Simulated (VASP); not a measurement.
Wanted: the native input for a VASP 6.6.1 run.

```
Task                   : relaxation of cell and atoms
Functional             : PBE
Potentials or basis    : VASP PAW PBE potentials, release 64 (Ta_pv, W_sv, N)
Cutoff                 : 600 eV
k mesh                 : 8 × 8 × 8
Occupations            : gaussian, width 0.1 eV
Spin                   : no spin polarisation
Dipole correction      : no
Further INCAR settings : ALGO = Normal; EDIFF = 1e-07; IBRION = 2; EDIFFG = -0.01; NSW = 100; ISIF = 3
```

The structure of TaW2N4 lies in POSCAR:

```
TaW2N4
1.0
    3.0474629328     -2.9684735722      0.0000000000
    3.0474629328      2.9684735722      0.0000000000
   -3.0166341646      0.0000000000      4.1783135321
Ta W N
1 2 4
Direct
    0.0000000000      0.0000000000      0.5000000000
    0.7251218803      0.2748781197      0.0000000000
    0.2748781197      0.7251218803      0.0000000000
    0.7610651947      0.7610651947      0.9811988287
    0.2389348053      0.2389348053      0.0188011713
    0.5000000000      0.0000000000      0.5000000000
    0.0000000000      0.5000000000      0.5000000000
```

One way to write it, as run:

INCAR

```
PREC = Accurate ; ENCUT = 600
EDIFF = 1E-7 ; ISMEAR = 0
SIGMA = 0.1 ; LREAL = F
LASPH = T ; NELM = 80
ALGO = Normal ; ISIF = 3
LWAVE = F ; LCHARG = F
GGA = PE ; IBRION = 2
NSW = 100 ; EDIFFG = -0.01
```

KPOINTS

```
regular mesh
0
Gamma
  8 8 8
```

Potentials or basis: VASP PAW PBE potentials, release 64 (Ta_pv, W_sv, N).

Launch:

```bash
$ cat potpaw_PBE.64/Ta_pv/POTCAR potpaw_PBE.64/W_sv/POTCAR potpaw_PBE.64/N/POTCAR > POTCAR
$ mpirun -np 1 vasp_std > vasp.out
```

It gave:

- Relaxed volume: 10.85 Å³/atom
- Relaxed cell: a = 4.262 Å, b = 4.262 Å, c = 5.167 Å, α = 114.90°, β = 114.90°, γ = 88.37°
- Space group after relaxing (to 0.1 Å): C2/m (No. 12)
- Energy gained by relaxing: 0.4 meV/atom
- Ionic steps: 8
- Pressure after relaxing: 0.0 GPa
- Band gap on the k mesh: zero (an odd number of electrons rules out a gap without spin polarisation)

Caveat: spin-orbit coupling is left out, which moves the levels of the heavy elements; an odd number of electrons without spin polarisation forces a metal; a magnetic or distorted state may lie lower.

Wall time 32 min on 1 thread of Intel(R) Xeon(R) Platinum 8488C (Sapphire Rapids), on a shared host, peak memory 0.57 GiB.
